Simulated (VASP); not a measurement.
## TaN: single point with PBE+U

Crystal: TaN.

```
Ta N
1.0
     0.00000    2.17900    2.17900
     2.17900    0.00000    2.17900
     2.17900    2.17900    0.00000
Ta N
1 1
Direct
  0.50000 0.50000 0.50000
  0.00000 0.00000 0.00000
```

- Program: VASP 6.6.1
- Task: single point
- Functional: PBE
- Potentials or basis: VASP PAW PBE potentials, release 64 (Ta_sv_GW, N)
- Cutoff: 700 eV
- k mesh: 7 × 7 × 7
- Occupations: gaussian, width 0.05 eV
- Spin: collinear spin, zero start
- Starting moments: [0.0, 0.0] μB
- Hubbard terms: Ta d U = 1.0 eV
- Dipole correction: no
- Further INCAR settings: ALGO = Normal; EDIFF = 1e-06; NBANDS = 20

The pressure is 17.6 GPa, the band gap on the k mesh is zero (filled and empty bands overlap) and the net moment is 0.00 μB per cell. The valence electrons inside the program's atomic spheres are Ta 11.58; N 3.78.

Levels at points of the mesh, in eV from the Fermi level:
Spin up:
```tsv
k point	band 5	band 6	band 7	band 8	band 9	band 10	band 11	band 12	band 13	band 14
(0.00, 0.00, 0.00)	-19.13	-3.93	-3.93	-3.93	-2.18	-2.18	-2.18	0.14	0.14	1.65
```
Spin down:
| k point | band 7 | band 8 | band 9 | band 10 | band 11 | band 12 |
| --- | --- | --- | --- | --- | --- | --- |
| (0.00, 0.00, 0.00) | -3.93 | -3.93 | -2.18 | -2.18 | -2.18 | 0.14 |

Eigenvalues of the final occupation matrices:
| site | spin | trace | eigenvalues |
| --- | --- | --- | --- |
| site 1 d | 1 | 1.21 | 0.21 0.21 0.26 0.26 0.26 |
| site 1 d | 2 | 1.21 | 0.21 0.21 0.26 0.26 0.26 |

Wall time 33 s on 1 thread of Intel(R) Xeon(R) 6975P-C (Granite Rapids) (shared host), peak memory 0.19 GiB.

Caveat: the cell stands under pressure; spin-orbit coupling is left out, which moves the levels of the heavy elements.
